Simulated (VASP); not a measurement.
Write the native input for VASP 6.6.1 that does the following.

| Quantity | Value |
| --- | --- |
| Task | single point |
| Functional | LDA |
| Potentials or basis | VASP PAW LDA potentials, release 64 (Cs_sv, Cl) |
| Cutoff | 500 eV |
| k mesh | 6 × 6 × 6 |
| Occupations | gaussian, width 0.01 eV |
| Spin | no spin polarisation |
| Dipole correction | no |
| Further INCAR settings | ALGO = Normal; EDIFF = 1e-06; NBANDS = 15 |

The structure of CsCl lies in POSCAR:

```
CsCl
1.0
    4.1406758997      0.0000000000      0.0000000000
    0.0000000000      4.1406758997      0.0000000000
    0.0000000000      0.0000000000      4.1406758997
Cs Cl
1 1
Direct
    0.0000000000      0.0000000000      0.0000000000
    0.5000000000      0.5000000000      0.5000000000
```

One way to write it, as run:

INCAR

```
PREC     = Accurate       # precision mode
ENCUT    = 500            # plane-wave cutoff, eV
EDIFF    = 1E-6           # SCF threshold, eV
ISMEAR   = 0              # smearing method
SIGMA    = 0.01           # smearing width, eV
LREAL    = False          # projectors in reciprocal space
LASPH    = True           # aspherical terms in the spheres
NELM     = 120            # most SCF steps
ALGO     = Normal         # electronic algorithm
ISIF     = 2              # what is computed and relaxed
LWAVE    = False          # write WAVECAR
LCHARG   = False          # write CHGCAR
NBANDS   = 15             # bands
GGA_COMPAT= False
```

KPOINTS

```
regular mesh
0
Gamma
  6 6 6
```

Potentials or basis: VASP PAW LDA potentials, release 64 (Cs_sv, Cl).

Run with:

```sh
$ cat potpaw_LDA.64/Cs_sv/POTCAR potpaw_LDA.64/Cl/POTCAR > POTCAR
$ mpirun -np 1 vasp_std > vasp.out
```

It gave:

```yaml
Pressure: -2.2 GPa
Band_gap_on_the_k_mesh: 4.79 eV, direct
```

Caveat: spin-orbit coupling is left out, which moves the levels of the heavy elements.

It took 7.8 s on 1 thread of AMD EPYC 9R45 96-Core Processor (Zen 5), with other jobs on the host, peak memory 0.12 GiB.
